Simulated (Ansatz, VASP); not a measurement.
# Cu in VASP and in Ansatz

Contents of INCAR:

```
PREC = Accurate
ENCUT = 520
EDIFF = 1E-6
ISMEAR = -5
SIGMA = 0.1
LREAL = F
LASPH = T
NELM = 80
ALGO = Fast
ISIF = 2
LWAVE = F
LCHARG = F
GGA = PE
NBANDS = 12
```

Contents of KPOINTS:

```
Automatic mesh
0
Gamma
  20 20 20
```

The input POSCAR:

```
Cu
1.0
   -1.4427933200      1.4427933200      1.3760814500
    1.4427933200     -1.4427933200      1.3760814500
    1.4427933200      1.4427933200     -1.3760814500
Cu
1
Direct
    0.0000000000      0.0000000000      0.0000000000
```

Input for Ansatz:

```yaml
crystal:
  lattice:
    - [-1.44279332, 1.44279332, 1.37608145]
    - [1.44279332, -1.44279332, 1.37608145]
    - [1.44279332, 1.44279332, -1.37608145]
  atoms:
    - { symbol: Cu, position: [0.0, 0.0, 0.0] }
basis:
  ecutwfc: 420
kpoints:
  mp_grid: { grid: [20, 20, 20] }
hamiltonian:
  xc: pbe
scf:
  occupations: { method: tetrahedron }
output:
  forces: true
  stress: true
  eigenvalues: true
```

Alike in both runs: task single point; functional PBE; k mesh 20 × 20 × 20; occupations tetrahedron; no spin polarisation.

|  | VASP | Ansatz |
| --- | --- | --- |
| version | VASP 6.6.1 | Ansatz 0.2.0 |
| potentials or method | VASP PAW PBE potentials, release 64 (Cu), cutoff 520 eV | scalar-relativistic, plane waves, PAW |
| valence electrons in the cell | 11 | 19 |

Ansatz gave:

| Quantity | Value |
| --- | --- |
| gap on the k mesh at the Fermi level (eV) | none |
| pressure (GPa) | 7.3 |

Problem. Which values does VASP return?

Solution. gap on the k mesh at the Fermi level (eV): none; pressure (GPa): 8.1.

A gap of «none» marks a metal or a gap that the smearing closes. The functional is the same, so the differences come from potentials, cutoffs and numerics. VASP's potentials hold 11 valence electrons a cell and Ansatz's 19, so a difference there can come from the potentials and not from the codes. Ansatz's warnings: band table not solved further, tetrahedron derivatives may miss energy slope.
